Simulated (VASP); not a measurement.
# HgTe (Coloradoite) (F-43m) in VASP: further runs

Runs on HgTe (Coloradoite). Level: r2SCAN. Tasks: single point.

All numbers are computed with VASP 6.6.1; they aren't measurements. Logs are shortened: lines on timing, memory, paths and dates and some standing lists are left out, and cuts for length are marked.

### Step 1. The cell of the first run

Symmetry: F-43m, No. 216, cubic system. Conventional cell: a = 6.342 Å, b = 6.342 Å, c = 6.342 Å, α = 90.00°, β = 90.00°, γ = 90.00°. Hg (site symmetry -43m) has 4 Te at 2.75 Å within 3.6 Å. Te (site symmetry -43m) has 4 Hg at 2.75 Å within 3.6 Å.

### Step 2. Single point, r2SCAN

POSCAR

```
HgTe
1.0
    0.0000000000      3.1710554852      3.1710554852
    3.1710554852      0.0000000000      3.1710554852
    3.1710554852      3.1710554852      0.0000000000
Hg Te
1 1
Direct
    0.0000000000      0.0000000000      0.0000000000
    0.7500000000      0.7500000000      0.7500000000
```

INCAR.step1

```
PREC = Accurate
ENCUT = 520
ISMEAR = -1
SIGMA = 0.05
LREAL = False
LASPH = True
NELM = 100
NBANDS = 16
GGA = PE
ALGO = Normal
EDIFF = 1E-4
LWAVE = True
LCHARG = False
```

INCAR.step2

```
PREC = Accurate
ENCUT = 520
EDIFF = 1E-6
ISMEAR = -1
SIGMA = 0.05
LREAL = False
LASPH = True
NELM = 100
ALGO = Normal
ISIF = 2
LWAVE = False
LCHARG = False
METAGGA = R2SCAN
LMIXTAU = True
NBANDS = 16
ISTART = 1
```

KPOINTS

```
regular mesh
0
Gamma
  6 6 6
```

Potentials or basis: VASP PAW PBE potentials, release 64 (Hg, Te).

On the command line:

```
> cat potpaw_PBE.64/Hg/POTCAR potpaw_PBE.64/Te/POTCAR > POTCAR
> cp INCAR.step1 INCAR
> mpirun -np 1 vasp_std > vasp.out
> cp INCAR.step2 INCAR
> mpirun -np 1 vasp_std > vasp.out
```

OUTCAR:

```text
PREC = Accurate
   ENCUT = 520
   EDIFF = 1E-6
   ISMEAR = -1
   LREAL = False
   LASPH = True
   NELM = 100
   ISIF = 2
   METAGGA = R2SCAN
   ISTART = 1

 ion  position               nearest neighbor table
   1  0.000  0.000  0.000-   2 2.75   2 2.75   2 2.75   2 2.75
   2  0.750  0.750  0.750-   1 2.75   1 2.75   1 2.75   1 2.75

  LATTYP: Found a face centered cubic cell.
 ALAT       =     6.3421109704

  Lattice vectors:

 A1 = (   0.0000000000,   3.1710554852,   3.1710554852)
 A2 = (   3.1710554852,   0.0000000000,   3.1710554852)
 A3 = (   3.1710554852,   3.1710554852,   0.0000000000)

Analysis of symmetry for initial positions (statically):
=====================================================================
 Subroutine PRICEL returns:
 Original cell was already a primitive cell.

 Routine SETGRP: Setting up the symmetry group for a
 face centered cubic supercell.

 Subroutine GETGRP returns: Found 24 space group operations
 (whereof 24 operations were pure point group operations)
 out of a pool of 48 trial point group operations.

The static configuration has the point symmetry T_d .

Analysis of symmetry for dynamics (positions and initial velocities):
=====================================================================
 Subroutine PRICEL returns:
 Original cell was already a primitive cell.

 Routine SETGRP: Setting up the symmetry group for a
 face centered cubic supercell.

 Subroutine GETGRP returns: Found 24 space group operations
 (whereof 24 operations were pure point group operations)
 out of a pool of 48 trial point group operations.

The dynamic configuration has the point symmetry T_d .

 Subroutine INISYM returns: Found 24 space group operations
 (whereof 24 operations are pure point group operations),
 and found     1 'primitive' translations

----------------------------------------------------------------------------------------

                                     Primitive cell

  volume of cell :      63.7737

  direct lattice vectors                    reciprocal lattice vectors
     0.000000000  3.171055485  3.171055485    -0.157676207  0.157676207  0.157676207
     3.171055485  0.000000000  3.171055485     0.157676207 -0.157676207  0.157676207
     3.171055485  3.171055485  0.000000000     0.157676207  0.157676207 -0.157676207

  length of vectors
     4.484549674  4.484549674  4.484549674     0.273103201  0.273103201  0.273103201

  position of ions in fractional coordinates (direct lattice)
     0.000000000  0.000000000  0.000000000
[... 68 lines left out ...]
   NELM   =    100;   NELMIN=  2; NELMDL=  0     # of ELM steps
   EDIFF  = 0.1E-05   stopping-criterion for ELM
   LREAL  =      F    real-space projection
   EDIFFG = 0.1E-04   stopping-criterion for IOM
   NSW    =      0    number of steps for IOM
   IBRION =     -1    ionic relax: 0-MD 1-quasi-New 2-CG
   NFREE  =      0    steps in history (QN), initial steepest desc. (CG)
   ISIF   =      2    stress and relaxation
   ISYM   =      2    0-nonsym 1-usesym 2-fastsym
   POTIM  = 0.5000    time-step for ionic-motion
   TEBEG  =    0.0;   TEEND  =   0.0 temperature during run
   PSTRESS=    0.0 pullay stress
   NELECT =      18.0000    total number of electrons
   NUPDOWN=      -1.0000    fix difference up-down
   EMIN   =  10.00;   EMAX   =-10.00  energy-range for DOS
   EFERMI =   0.00;   METHOD = LEGACY
   ISMEAR =    -1;   SIGMA  =   0.05  broadening in eV -4-tet -1-fermi 0-gaus
   EFERMI_NEDOS =   21; number of points for ismear=-14 and -15
   IALGO  =     38    algorithm
   IMIX   =      4    mixing-type and parameters
     AMIX     =   0.40;   BMIX     =  1.00
     AMIX_MAG =   1.60;   BMIX_MAG =  1.00
  volume/ion in A,a.u.               =      31.89       215.18
  Fermi-wavevector in a.u.,A,eV,Ry     =   1.073870  2.029321 15.690203  1.153197
  Thomas-Fermi vector in A             =   2.209682
   LORBIT       =      0    0 simple, 1 ext, 2 COOP (PROOUT), +10 PAW based schemes
   METAGGA = R2SCAN    functional components
   LHFCALC =     F    Hartree Fock is set to
   AEXX    =    0.0000 exact exchange contribution
   IVDW    =     0    specifies the selected vdW correction
   LEPSILON=     F    determine dielectric tensor
   LRPA    =     F    only Hartree local field effects (RPA)
 non-spin polarized calculation
  energy-cutoff  :      520.00
  volume of cell :       63.77
 maximum number of plane-waves:      1759
 NGX is ok and might be reduce to    36
   NGX = 17   NGY = 17   NGZ = 17

 number of electron      17.9999998 magnetization

 Free energy of the ion-electron system (eV)
  ---------------------------------------------------
  ext. energy  EPLUGINS =         0.00000000
  ---------------------------------------------------
  free energy    TOTEN  =       -75.03224823 eV

  energy without entropy =      -75.03132340  energy(sigma->0) =      -75.03178582

 E-fermi :   3.5505     XC(G=0):  -9.5955

 val. band max:        3.5149404414   @ k =   0.0000   0.0000   0.0000
 cond. band min:       4.4746857665   @ k =   0.5000   0.0000   0.0000
 fundamental gap:      0.9597453251
 Fermi energy:         3.5504879610

 k-point     1 :       0.0000    0.0000    0.0000
  band No.  band energies     occupation
      1      -9.3509      2.00000
      2      -4.5008      2.00000
      3      -4.5008      2.00000
      4      -4.5008      2.00000
      5      -3.8500      2.00000
      6      -3.8500      2.00000
[... 281 lines left out ...]
      3      -4.1503      2.00000
      4      -4.0052      2.00000
      5      -3.8319      2.00000
      6      -3.1346      2.00000
[... 8 lines left out ...]
     15      15.1037      0.00000
     16      15.4349      0.00000

------------------------ aborting loop because EDIFF is reached ----------------------------------------

  FORCE on cell =-STRESS in cart. coord.  units (eV):
  Direction    XX          YY          ZZ          XY          YZ          ZX
  --------------------------------------------------------------------------------------
  -------------------------------------------------------------------------------------
  Total        2.3200745      2.3200745      2.3200745     -0.0000000     -0.0000000     -0.0000000
  in kB       58.2869060     58.2869060     58.2869060     -0.0000000     -0.0000000     -0.0000000
  external PRESSURE =      58.2869060 kB  Pullay stress =       0.0000000 kB

 VOLUME and BASIS-vectors are now :
 -----------------------------------------------------------------------------
  energy-cutoff  :      520.00
  volume of cell :       63.77
      direct lattice vectors                 reciprocal lattice vectors
     0.000000000  3.171055485  3.171055485    -0.157676207  0.157676207  0.157676207
     3.171055485  0.000000000  3.171055485     0.157676207 -0.157676207  0.157676207
     3.171055485  3.171055485  0.000000000     0.157676207  0.157676207 -0.157676207

 POSITION                                       TOTAL-FORCE (eV/Angst)
 -----------------------------------------------------------------------------------
      0.00000      0.00000      0.00000        -0.000000     -0.000000     -0.000000
      4.75658      4.75658      4.75658         0.000000      0.000000      0.000000
 -----------------------------------------------------------------------------------
    total drift:                                0.000000      0.000000      0.000000

  FREE ENERGIE OF THE ION-ELECTRON SYSTEM (eV)
  ---------------------------------------------------
  free  energy   TOTEN  =       -75.0322482289 eV

  energy  without entropy=      -75.0313234040  energy(sigma->0) =      -75.03178582
```

Wall time 2.1 min (1 thread of AMD EPYC 7R13 (Zen 3), shared host); peak memory 0.18 GiB.

Results:

```
Free energy            : -75.0322 eV
Pressure               : 5.8 GPa
Band gap on the k mesh : zero (filled and empty bands touch)
```

Caveat: the PAW data sets were made with another functional, which shifts forces and pressure a little; spin-orbit coupling is left out, which moves the levels of the heavy elements.

### Step 3. Single point, r2SCAN

This run uses another cell than the first one, of 32.55 Å³/atom, 1.021 times its volume.

POSCAR

```
HgTe
1.0
    0.0000000000      3.1929255244      3.1929255244
    3.1929255244      0.0000000000      3.1929255244
    3.1929255244      3.1929255244      0.0000000000
Hg Te
1 1
Direct
    0.0000000000      0.0000000000      0.0000000000
    0.7500000000      0.7500000000      0.7500000000
```

INCAR.step1

```
SYSTEM = HgTe
PREC = Accurate
ENCUT = 520
ISMEAR = -1
SIGMA = 0.05
LREAL = .False.
LASPH = .True.
NELM = 60
NBANDS = 16
GGA = PE
ALGO = Normal
EDIFF = 1E-4
LWAVE = .True.
LCHARG = .False.
```

INCAR.step2

```
SYSTEM = HgTe
PREC = Accurate
ENCUT = 520
EDIFF = 1E-7
ISMEAR = -1
SIGMA = 0.05
LREAL = .False.
LASPH = .True.
NELM = 60
ALGO = Normal
ISIF = 2
LWAVE = .False.
LCHARG = .False.
METAGGA = R2SCAN
LMIXTAU = .True.
NBANDS = 16
ISTART = 1
```

KPOINTS

```
regular mesh
0
Gamma
  6 6 6
  0 0 0
```

Potentials or basis: VASP PAW PBE potentials, release 64 (Hg, Te).

On the command line:

```
> cat potpaw_PBE.64/Hg/POTCAR potpaw_PBE.64/Te/POTCAR > POTCAR
> cp INCAR.step1 INCAR
> mpirun -np 1 vasp_std > vasp.out
> cp INCAR.step2 INCAR
> mpirun -np 1 vasp_std > vasp.out
```

OUTCAR:

```text
SYSTEM = HgTe
   PREC = Accurate
   ENCUT = 520
   EDIFF = 1E-7
   ISMEAR = -1
   LREAL = .False.
   LASPH = .True.
   NELM = 60
   ISIF = 2
   METAGGA = R2SCAN
   ISTART = 1

 ion  position               nearest neighbor table
   1  0.000  0.000  0.000-   2 2.77   2 2.77   2 2.77   2 2.77
   2  0.750  0.750  0.750-   1 2.77   1 2.77   1 2.77   1 2.77

  LATTYP: Found a face centered cubic cell.
 ALAT       =     6.3858510488

  Lattice vectors:

[... 479 lines left out ...]

------------------------ aborting loop because EDIFF is reached ----------------------------------------

  FORCE on cell =-STRESS in cart. coord.  units (eV):
  Direction    XX          YY          ZZ          XY          YZ          ZX
  --------------------------------------------------------------------------------------
  -------------------------------------------------------------------------------------
  Total        1.8270885      1.8270885      1.8270885      0.0000000      0.0000000     -0.0000000
  in kB       44.9649186     44.9649186     44.9649186      0.0000000      0.0000000     -0.0000000
  external PRESSURE =      44.9649186 kB  Pullay stress =       0.0000000 kB

 VOLUME and BASIS-vectors are now :
 -----------------------------------------------------------------------------
  energy-cutoff  :      520.00
  volume of cell :       65.10
      direct lattice vectors                 reciprocal lattice vectors
     0.000000000  3.192925524  3.192925524    -0.156596199  0.156596199  0.156596199
     3.192925524  0.000000000  3.192925524     0.156596199 -0.156596199  0.156596199
     3.192925524  3.192925524  0.000000000     0.156596199  0.156596199 -0.156596199

 POSITION                                       TOTAL-FORCE (eV/Angst)
 -----------------------------------------------------------------------------------
      0.00000      0.00000      0.00000         0.000000      0.000000      0.000000
      4.78939      4.78939      4.78939        -0.000000     -0.000000     -0.000000
 -----------------------------------------------------------------------------------
    total drift:                                0.000000      0.000000      0.000000

  FREE ENERGIE OF THE ION-ELECTRON SYSTEM (eV)
  ---------------------------------------------------
  free  energy   TOTEN  =       -75.0752720490 eV

  energy  without entropy=      -75.0743423895  energy(sigma->0) =      -75.07480722
```

Run time: 2.3 min. Hardware: 1 thread of AMD EPYC 7R13 (Zen 3), shared host; peak memory 0.18 GiB.

Results:

```
Free energy            : -75.0753 eV
Pressure               : 4.5 GPa
Band gap on the k mesh : zero (filled and empty bands touch)
```

Caveat: the PAW data sets were made with another functional, which shifts forces and pressure a little; spin-orbit coupling is left out, which moves the levels of the heavy elements.

### Step 4. Single point, r2SCAN

This run uses another cell than the first one, of 33.22 Å³/atom, 1.042 times its volume.

POSCAR

```
HgTe
1.0
    0.0000000000      3.2145000000      3.2145000000
    3.2145000000      0.0000000000      3.2145000000
    3.2145000000      3.2145000000      0.0000000000
Hg Te
1 1
Direct
    0.0000000000      0.0000000000      0.0000000000
    0.7500000000      0.7500000000      0.7500000000
```

INCAR.step1

```
PREC = Accurate ; ENCUT = 520
ISMEAR = -1 ; SIGMA = 0.05
LREAL = F ; LASPH = T
NELM = 80 ; NBANDS = 16
GGA = PE ; ALGO = Normal
EDIFF = 1E-4 ; LWAVE = T
LCHARG = F
```

INCAR.step2

```
PREC = Accurate ; ENCUT = 520
EDIFF = 1E-6 ; ISMEAR = -1
SIGMA = 0.05 ; LREAL = F
LASPH = T ; NELM = 80
ALGO = Normal ; ISIF = 2
LWAVE = F ; LCHARG = T
METAGGA = R2SCAN ; LMIXTAU = T
LELF = T ; LVHAR = T
NBANDS = 16 ; ISTART = 1
```

KPOINTS

```
regular mesh
0
Gamma
  6 6 6
```

On the command line:

```
> cat potpaw_PBE.64/Hg/POTCAR potpaw_PBE.64/Te/POTCAR > POTCAR
> cp INCAR.step1 INCAR
> mpirun -np 1 vasp_std > vasp.out
> cp INCAR.step2 INCAR
> mpirun -np 1 vasp_std > vasp.out
```

It took 2.3 min on 1 thread of AMD EPYC 7R13 (Zen 3), shared host; peak memory 0.18 GiB.

It converged, with:

- Free energy: -75.1078 eV
- Pressure: 3.3 GPa
- Band gap on the k mesh: zero (filled and empty bands touch)

Levels at points of the mesh, in eV from the Fermi level:
| k point | band 7 | band 8 | band 9 | band 10 | band 11 | band 12 |
| --- | --- | --- | --- | --- | --- | --- |
| (0.00, 0.00, 0.00) | -0.41 | -0.04 | -0.04 | -0.04 | 4.49 | 4.49 |
| (0.50, 0.00, 0.00) | -5.80 | -1.09 | -1.09 | 0.92 | 5.31 | 5.31 |
| (0.50, 0.50, 0.00) | -5.72 | -2.47 | -2.47 | 2.04 | 2.65 | 8.75 |

Caveat: the PAW data sets were made with another functional, which shifts forces and pressure a little; spin-orbit coupling is left out, which moves the levels of the heavy elements.

### Step 5. Summary

```csv
cell,gap on the mesh (eV),pressure (GPa)
"a = 4.485 Å, angles 60.0°, 2 atoms",none,5.8
"a = 4.515 Å, angles 60.0°, 2 atoms",none,4.5
"a = 4.546 Å, angles 60.0°, 2 atoms",none,3.3
```

Alike in all rows: task single point; level r2SCAN; potentials or basis VASP PAW PBE potentials, release 64 (Hg, Te); no spin polarisation; k mesh 6 × 6 × 6; cutoff (eV) 520; smearing fermi-dirac 0.05 eV.

Caveats: the PAW data sets were made with another functional, which shifts forces and pressure a little; spin-orbit coupling is left out, which moves the levels of the heavy elements.

Total energies depend on the potentials used, so only differences within one code and one set of settings carry meaning.
